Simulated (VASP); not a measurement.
Wanted: the native input for a VASP 6.6.1 run.

- Task: single point
- Functional: PBE
- Potentials or basis: VASP PAW PBE potentials, release 64 (Os, Sb)
- Cutoff: 520 eV
- k mesh: 12 × 12 × 12
- Occupations: gaussian, width 0.05 eV
- Spin: no spin polarisation
- Dipole correction: no
- Further INCAR settings: ALGO = Normal; EDIFF = 1e-07; NBANDS = 14

The structure of SbOs lies in POSCAR:

```
SbOs
1.0
    0.0000000000      2.7136168850      2.7136168850
    2.7136168850      0.0000000000      2.7136168850
    2.7136168850      2.7136168850      0.0000000000
Os Sb
1 1
Direct
    0.5000000000      0.5000000000      0.5000000000
    0.0000000000      0.0000000000      0.0000000000
```

These files were run (other wordings do the same):

INCAR

```
SYSTEM = SbOs
PREC     = Accurate       ! precision mode
ENCUT    = 520            ! plane-wave cutoff, eV
EDIFF    = 1E-7           ! SCF threshold, eV
ISMEAR   = 0              ! smearing method
SIGMA    = 0.05           ! smearing width, eV
LREAL    = .False.        ! projectors in reciprocal space
LASPH    = .True.         ! aspherical terms in the spheres
NELM     = 80             ! most SCF steps
ALGO     = Normal         ! electronic algorithm
ISIF     = 2              ! what is computed and relaxed
LWAVE    = .False.        ! write WAVECAR
LCHARG   = .False.        ! write CHGCAR
GGA      = PE             ! functional
NBANDS   = 14             ! bands
```

KPOINTS

```
regular mesh
0
Gamma
  12 12 12
  0 0 0
```

Potentials or basis: VASP PAW PBE potentials, release 64 (Os, Sb).

The run is started by

```sh
$ cat potpaw_PBE.64/Os/POTCAR potpaw_PBE.64/Sb/POTCAR > POTCAR
$ mpirun -np 1 vasp_std > vasp.out
```

Results of the run:

| Item | Value |
| --- | --- |
| Pressure | -0.3 GPa |

It took 20 s on 1 thread of Intel(R) Xeon(R) 6975P-C (Granite Rapids) (shared host), peak memory 0.19 GiB.
